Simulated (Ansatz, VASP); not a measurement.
NbTe: VASP beside Ansatz

The input INCAR:

```
SYSTEM = NbTe
ALGO = Normal
EDIFF = 1E-6
ENCUT = 500
GGA = PS
GGA_COMPAT = .False.
ISIF = 2
ISMEAR = -1
LASPH = .True.
LCHARG = .False.
LREAL = .False.
LWAVE = .False.
NBANDS = 16
NELM = 120
PREC = Accurate
SIGMA = 0.1
```

File KPOINTS:

```
k-points
0
Gamma
  7 7 6
  0 0 0
```

The input POSCAR:

```
NbTe
1.0
    3.5485006308      0.0000000000      0.0000000000
   -1.7742503154      3.0730921194      0.0000000000
    0.0000000000      0.0000000000      3.5401031883
Nb Te
1 1
Direct
    0.0000000000      0.0000000000      0.5000000000
    0.6666666667      0.3333333333      0.0000000000
```

Input for Ansatz:

```yaml
crystal:
  lattice:
    - [3.5485006307574416, 0.0, 0.0]
    - [-1.7742503153787208, 3.073092119403786, 0.0]
    - [0.0, 0.0, 3.5401031883159533]
  atoms:
    - { symbol: Nb, position: [0.0, 0.0, 0.5] }
    - { symbol: Te, position: [0.6666666666666666, 0.3333333333333333, 0.0] }
basis:
  ecutwfc: 450.0
kpoints:
  mp_grid:
    grid: [7, 7, 6]
hamiltonian:
  xc: pbesol
  pseudopotentials:
    kind: paw
scf:
  occupations:
    method: fermi_dirac
    width: 0.1
output:
  stress: true
```

Alike in both runs: task single point; functional PBEsol; k mesh 7 × 7 × 6; occupations fermi-dirac, width 0.1 eV; no spin polarisation.

|  | VASP | Ansatz |
| --- | --- | --- |
| version | VASP 6.6.1 | Ansatz 0.2.0 |
| potentials or method | VASP PAW PBE potentials, release 64 (Nb_sv, Te), cutoff 500 eV | plane waves, PAW |
| valence electrons in the cell | 19 | 29 |

```csv
,VASP,Ansatz,Ansatz less VASP
pressure (GPa),14.1,14.2,+0.13
"traceless stress, the component that is largest in VASP (GPa)",3.27,3.30,+0.034
```

VASP's potentials were made for PBE, not for PBEsol. VASP's potentials hold 19 valence electrons a cell and Ansatz's 29, so a difference there can come from the potentials and not from the codes.

Spin-orbit coupling is off throughout.
